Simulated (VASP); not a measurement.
# SnS2 in VASP: single point with AM05

Aim: the single point of SnS2 with AM05.

Program: VASP 6.6.1. These are calculated values, not measurements. Logs are shortened: lines on timing, memory, paths and dates and some standing lists are left out, and cuts for length are marked.

## 1. The cell of the first run

The cell holds a sheet with vacuum, 3 atoms: a = 3.639 Å, b = 3.639 Å, c = 18.934 Å, α = 90.00°, β = 90.00°, γ = 120.00°.

## 2. Single point, AM05

POSCAR reads:

```
SnS2
1.0
    3.6390000000      0.0000000000      0.0000000000
   -1.8195000000     -3.1514664444      0.0000000000
    0.0000000000      0.0000000000    -18.9340000000
S Sn
2 1
Direct
    0.0000000000      0.0000000000      0.4225203338
    0.3333333334      0.6666666666      0.5774796662
    0.6666666667      0.3333333333      0.5000000000
```

INCAR.step1 reads:

```
SYSTEM = SnS2
LDIPOL = .TRUE.
IDIPOL = 3
DIPOL = 0.5 0.5 0.500
ISMEAR = 0
SIGMA = 0.03
LWAVE = .TRUE.
LCHARG = .TRUE.
ISIF = 0
NELM = 100
ALGO = Normal
PREC = Accurate
LASPH = .TRUE.
LREAL = .FALSE.
EDIFF = 1E-5
GGA_COMPAT = .FALSE.
ENCUT = 400
EFERMI = MIDGAP
NELMDL = -8
GGA = PE
```

INCAR.step2 reads:

```
SYSTEM = SnS2
GGA = AM
LDIPOL = .TRUE.
IDIPOL = 3
DIPOL = 0.5 0.5 0.500
ISMEAR = 0
SIGMA = 0.03
LWAVE = .FALSE.
LCHARG = .FALSE.
ISIF = 0
NELM = 100
ALGO = All
PREC = Accurate
LASPH = .TRUE.
LREAL = .FALSE.
EDIFF = 1E-6
GGA_COMPAT = .FALSE.
ENCUT = 400
EFERMI = MIDGAP
NELMDL = -8
ISTART = 1
ISEARCH = 1
```

KPOINTS reads:

```
k-points
0
Gamma
  5 5 1
```

Potentials or basis: VASP PAW PBE potentials, release 64 (S, Sn_d).

Launch:

```sh
cat potpaw_PBE.64/S/POTCAR potpaw_PBE.64/Sn_d/POTCAR > POTCAR
cp INCAR.step1 INCAR
mpirun -np 1 vasp_std > vasp.out
cp INCAR.step2 INCAR
mpirun -np 1 vasp_std > vasp.out
```

OUTCAR:

```text
SYSTEM = SnS2
   GGA = AM
   ISMEAR = 0
   ISIF = 0
   NELM = 100
   PREC = Accurate
   LASPH = .TRUE.
   LREAL = .FALSE.
   EDIFF = 1E-6
   ENCUT = 400
   EFERMI = MIDGAP
   NELMDL = -8
   ISTART = 1

 Found      5 irreducible k-points:

 Following reciprocal coordinates:
            Coordinates               Weight
  0.000000  0.000000  0.000000      1.000000
  0.200000 -0.000000  0.000000      6.000000
  0.400000 -0.000000  0.000000      6.000000
  0.200000  0.200000  0.000000      6.000000
  0.400000  0.200000  0.000000      6.000000
   k-points           NKPTS =      5   k-points in BZ     NKDIM =      5   number of bands    NBANDS=     17
   number of dos      NEDOS =    301   number of ions     NIONS =      3
   total plane-waves  NPLWV =  72576
   dimension x,y,z NGX =    24 NGY =   24 NGZ =  126
   dimension x,y,z NGXF=    48 NGYF=   48 NGZF=  252
   ions per type =               2   1
   NGX,Y,Z   is equivalent  to a cutoff of  10.96, 10.96, 11.06 a.u.
   NGXF,Y,Z  is equivalent  to a cutoff of  21.93, 21.93, 22.13 a.u.
 SYSTEM =  SnS2
   PREC   = accura    normal or accurate (medium, high low for compatibility)
   ISTART =      1    job   : 0-new  1-cont  2-samecut
   ICHARG =      0    charge: 1-file 2-atom 10-const
   ISPIN  =      1    spin polarized calculation?
   LNONCOLLINEAR =      F non collinear calculations
   LSORBIT =      F    spin-orbit coupling
   LASPH  =      T    aspherical Exc in radial PAW
   ENCUT  =  400.0 eV  29.40 Ry    5.42 a.u.   5.93  5.93 30.88*2*pi/ulx,y,z
   NELM   =    100;   NELMIN=  2; NELMDL= -8     # of ELM steps
   EDIFF  = 0.1E-05   stopping-criterion for ELM
   LREAL  =      F    real-space projection
   EDIFFG = 0.1E-04   stopping-criterion for IOM
   NSW    =      0    number of steps for IOM
   IBRION =     -1    ionic relax: 0-MD 1-quasi-New 2-CG
   NFREE  =      0    steps in history (QN), initial steepest desc. (CG)
   ISIF   =      0    stress and relaxation
   ISYM   =      2    0-nonsym 1-usesym 2-fastsym
   POTIM  = 0.5000    time-step for ionic-motion
   TEBEG  =    0.0;   TEEND  =   0.0 temperature during run

   SCALEE = 1.0000    scale energy and forces
   PSTRESS=    0.0 pullay stress
   NELECT =      26.0000    total number of electrons
   NUPDOWN=      -1.0000    fix difference up-down
   EMIN   =  10.00;   EMAX   =-10.00  energy-range for DOS
   EFERMI =   0.00;   METHOD = MIDGAP
   ISMEAR =     0;   SIGMA  =   0.03  broadening in eV -4-tet -1-fermi 0-gaus
   EFERMI_NEDOS =   21; number of points for ismear=-14 and -15
   IALGO  =     58    algorithm
   IMIX   =      4    mixing-type and parameters
     AMIX     =   0.40;   BMIX     =  1.00
     AMIX_MAG =   1.60;   BMIX_MAG =  1.00
  volume/ion in A,a.u.               =      72.38       488.44
  Fermi-wavevector in a.u.,A,eV,Ry     =   0.806901  1.524822  8.858606  0.651089
  Thomas-Fermi vector in A             =   1.915420
   LORBIT       =      0    0 simple, 1 ext, 2 COOP (PROOUT), +10 PAW based schemes
   GGA     = AM    functional components
   LHFCALC =     F    Hartree Fock is set to
   AEXX    =    0.0000 exact exchange contribution
   IVDW    =     0    specifies the selected vdW correction
   LEPSILON=     F    determine dielectric tensor
   LRPA    =     F    only Hartree local field effects (RPA)

   CSHIFT  =0.1000    complex shift for real part using Kramers Kronig

   OMEGAMAX=  -1.0    maximum frequency
 non-spin polarized calculation
 Gauss-broadening in eV      SIGMA  =   0.03
  energy-cutoff  :      400.00
  volume of cell :      217.14
 maximum number of plane-waves:      3962
 NGX is ok and might be reduce to    24
   NGX = 11   NGY = 11   NGZ = 61

 number of electron      25.9999997 magnetization

 DIPCOR: dipole corrections for dipol
 direction  3 min pos     1,
 dipolmoment           0.000000      0.000000     -0.000000 electrons x Angstroem
 Tr[quadrupol]       -53.348660

 energy correction for charged system         0.000000 eV

 dipol+quadrupol energy correction           -0.000000 eV

 added-field ion interaction          0.000000 eV  (added to PSCEN)

 Free energy of the ion-electron system (eV)
  ---------------------------------------------------
  ext. energy  EPLUGINS =         0.00000000
  ---------------------------------------------------
  free energy    TOTEN  =       -13.57863501 eV

  energy without entropy =      -13.57863471  energy(sigma->0) =      -13.57863486

 E-fermi :  -3.1021     XC(G=0):  -5.5431

 val. band max:       -3.1900953063   @ k =   0.2000  -0.0000   0.0000
 cond. band min:      -2.3035458832   @ k =   0.0000   0.0000   0.0000
 fundamental gap:      0.8865494230
 Fermi energy:        -3.1020855393

 k-point     1 :       0.0000    0.0000    0.0000
  band No.  band energies     occupation
      1     -23.8837      2.00000
      2     -23.8837      2.00000
      3     -23.8448      2.00000
      4     -23.8138      2.00000
      5     -23.8138      2.00000
      6     -16.7496      2.00000
      7     -14.8856      2.00000
      8      -8.1184      2.00000
      9      -4.0572      2.00000
     10      -3.6661      2.00000
     11      -3.6661      2.00000
     12      -3.2648      2.00000
     13      -3.2648      2.00000
     14      -2.3035      0.00006
     15      -0.5926      0.00000
     16       0.6001      0.00000
     17       1.4008      0.00000

 k-point     2 :       0.2000   -0.0000    0.0000
  band No.  band energies     occupation
      1     -23.9099      2.00000
      2     -23.8632      2.00000
      3     -23.8334      2.00000
      4     -23.8208      2.00000
      5     -23.8098      2.00000
      6     -16.3008      2.00000
      7     -14.5727      2.00000
      8      -8.3289      2.00000
      9      -5.7649      2.00000
     10      -4.5630      2.00000
     11      -4.5310      2.00000
     12      -3.8745      2.00000
     13      -3.1901      1.99999
     14      -1.6931      0.00000
     15      -0.2319      0.00000
     16       0.4042      0.00000
     17       1.6770      0.00000

 k-point     3 :       0.4000   -0.0000    0.0000
  band No.  band energies     occupation
      1     -23.9588      2.00000
      2     -23.8517      2.00000
      3     -23.8506      2.00000
      4     -23.7887      2.00000
      5     -23.7822      2.00000
      6     -15.1712      2.00000
      7     -14.1536      2.00000
      8      -9.6654      2.00000
      9      -7.3860      2.00000
     10      -5.3697      2.00000
     11      -5.3074      2.00000
     12      -3.6902      2.00000
     13      -3.3940      2.00000
     14      -1.3811      0.00000
     15       0.1753      0.00000
     16       1.6988      0.00000
     17       2.8515      0.00000

 k-point     4 :       0.2000    0.2000    0.0000
  band No.  band energies     occupation
      1     -23.9305      2.00000
      2     -23.8672      2.00000
      3     -23.8345      2.00000
      4     -23.8169      2.00000
      5     -23.7846      2.00000
      6     -15.4858      2.00000
      7     -14.1747      2.00000
      8      -9.1950      2.00000
      9      -6.7944      2.00000
     10      -6.1642      2.00000
     11      -4.8910      2.00000
     12      -4.1968      2.00000
     13      -3.4677      2.00000
     14      -0.4924      0.00000
     15      -0.2740      0.00000
     16       1.7070      0.00000
     17       2.9358      0.00000

 k-point     5 :       0.4000    0.2000    0.0000
  band No.  band energies     occupation
      1     -23.9403      2.00000
      2     -23.8764      2.00000
      3     -23.8367      2.00000
      4     -23.7923      2.00000
      5     -23.7864      2.00000
      6     -14.5600      2.00000
      7     -14.1471      2.00000
      8     -10.0958      2.00000
      9      -7.2813      2.00000
     10      -6.5164      2.00000
     11      -5.7500      2.00000
     12      -3.9764      2.00000
     13      -3.6665      2.00000
     14      -0.6138      0.00000
     15       2.8304      0.00000
     16       2.9938      0.00000
     17       3.5234      0.00000

------------------------ aborting loop because EDIFF is reached ----------------------------------------

 vacuum level on the upper side and lower side of the slab       (xc-potential included)        -6.776        -6.776

 VOLUME and BASIS-vectors are now :
 -----------------------------------------------------------------------------
  energy-cutoff  :      400.00
  volume of cell :      217.14
      direct lattice vectors                 reciprocal lattice vectors
     3.639000000  0.000000000  0.000000000     0.274800769 -0.158656298  0.000000000
    -1.819500000 -3.151466444  0.000000000     0.000000000 -0.317312596  0.000000000
     0.000000000  0.000000000-18.934000000     0.000000000  0.000000000 -0.052815042

 POSITION                                       TOTAL-FORCE (eV/Angst)
 -----------------------------------------------------------------------------------
      0.00000      0.00000     -8.00000         0.000000      0.000000      0.065692
      0.00000     -2.10098    -10.93400        -0.000000      0.000000     -0.065692
      1.81950     -1.05049     -9.46700         0.000000      0.000000     -0.000000
 -----------------------------------------------------------------------------------
    total drift:                               -0.000000     -0.000000     -0.000000

  FREE ENERGIE OF THE ION-ELECTRON SYSTEM (eV)
  ---------------------------------------------------
  free  energy   TOTEN  =       -13.5786350077 eV

  energy  without entropy=      -13.5786345253  energy(sigma->0) =      -13.57863477

 vacuum level on the upper side and lower side of the slab        -3.123        -3.123
```

Run time: 2.7 min. Hardware: 1 thread of Intel Xeon Platinum 8259CL at 2.50GHz (Skylake/Cascade Lake), shared host; peak memory 0.25 GiB.

Results:

| Item | Value |
| --- | --- |
| Free energy | -13.5786 eV |
| Largest force | 0.066 eV/Å |
| Band gap on the k mesh | 0.89 eV (least direct gap 0.96 eV) |

Forces in eV/Å, atoms in the order of the input:
```
S    0.000  0.000  0.066
S    0.000  0.000 -0.066
Sn   0.000  0.000  0.000
```

Levels at points of the mesh, in eV from the valence-band top:
```
           k point  band 10  band 11  band 12  band 13  band 14  band 15  band 16  band 17
(0.00, 0.00, 0.00)    -0.48    -0.48    -0.07    -0.07     0.89     2.60     3.79     4.59
```

Caveat: the PAW data sets were made with another functional, which shifts forces and pressure a little; spin-orbit coupling is left out, which moves the levels of the heavy elements.
